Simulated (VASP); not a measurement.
A run of VASP 6.6.1 is set up as follows.

File INCAR:

```
PREC = Accurate ; ENCUT = 520
EDIFF = 1E-6 ; ISMEAR = -1
SIGMA = 0.1 ; LREAL = F
LASPH = T ; NELM = 80
ALGO = Normal ; ISIF = 2
LWAVE = F ; LCHARG = F
LDIPOL = T ; IDIPOL = 3
DIPOL = 0.5 0.5 0.500 ; GGA = CA
NBANDS = 25
```

The input KPOINTS:

```
Automatic mesh
0
Gamma
  16 16 1
```

File POSCAR:

```
Zn
1.0
    2.5745889077      0.0000000000      0.0000000000
   -1.2872944539      2.2296593984      0.0000000000
    0.0000000000      0.0000000000     20.7136000000
Zn
3
Direct
    0.0000000000      0.0000000000      0.3880181009
    0.3333333333      0.6666666667      0.4999999892
    0.0000000000      0.0000000000      0.6119819100
```

Potentials or basis: VASP PAW LDA potentials, release 64 (Zn).

Command:

```bash
$ cat potpaw_LDA.64/Zn/POTCAR > POTCAR
$ mpirun -np 1 vasp_std > vasp.out
```

Task: What does it give for the band gap on the k mesh?

Result: Zero (bands 18 and 19 overlap by 3.46 eV).

Task: What does it give for the largest force?

Result: 0.022 eV/Å.

Forces in eV/Å, atoms in the order of the input:
```
Zn   0.000  0.000 -0.022
Zn   0.000  0.000  0.000
Zn   0.000  0.000  0.022
```
